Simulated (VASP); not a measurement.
Wanted: the native input for a VASP 6.6.1 run.

```yaml
Task: single point
Functional: PBE
Potentials_or_basis: VASP PAW PBE potentials, release 64 (Pb_d)
Cutoff: 520 eV
k_mesh: 8 × 8 × 8
Occupations: fermi-dirac, width 0.05 eV
Spin: no spin polarisation
Dipole_correction: no
Further_INCAR_settings: ALGO = Normal; EDIFF = 1e-06; NBANDS = 21
```

The structure of Pb lies in POSCAR:

```
Pb
1.0
    0.0000000000      3.3925213842      3.3925213842
    3.3925213842      0.0000000000      3.3925213842
    3.3925213842      3.3925213842      0.0000000000
Pb
2
Direct
    0.0000000000      0.0000000000      0.0000000000
    0.2500000000      0.2500000000      0.2500000000
```

This cell differs from its parent crystal: volume scaled by 0.96.

The input as run:

INCAR

```
SYSTEM = Pb
ALGO     = Normal         ! electronic algorithm
EDIFF    = 1E-6           ! SCF threshold, eV
ENCUT    = 520            ! plane-wave cutoff, eV
GGA      = PE             ! functional
ISIF     = 2              ! what is computed and relaxed
ISMEAR   = -1             ! smearing method
LASPH    = .True.         ! aspherical terms in the spheres
LCHARG   = .False.        ! write CHGCAR
LREAL    = .False.        ! projectors in reciprocal space
LWAVE    = .False.        ! write WAVECAR
NBANDS   = 21             ! bands
NELM     = 60             ! most SCF steps
PREC     = Accurate       ! precision mode
SIGMA    = 0.05           ! smearing width, eV
```

KPOINTS

```
k-points
0
Gamma
  8 8 8
  0 0 0
```

Potentials or basis: VASP PAW PBE potentials, release 64 (Pb_d).

Command:

```sh
$ cat potpaw_PBE.64/Pb_d/POTCAR > POTCAR
$ mpirun -np 1 vasp_std > vasp.out
```

It gave:

- Pressure: 3.9 GPa
- Band gap on the k mesh: zero (band 14 reaches 5.14 eV, above the bottom of band 15 at 3.93 eV)

Caveat: spin-orbit coupling is left out, which moves the levels of the heavy elements.

Wall time 25 s on 1 thread of AMD EPYC 9R45 96-Core Processor (Zen 5) (shared host), peak memory 0.18 GiB.
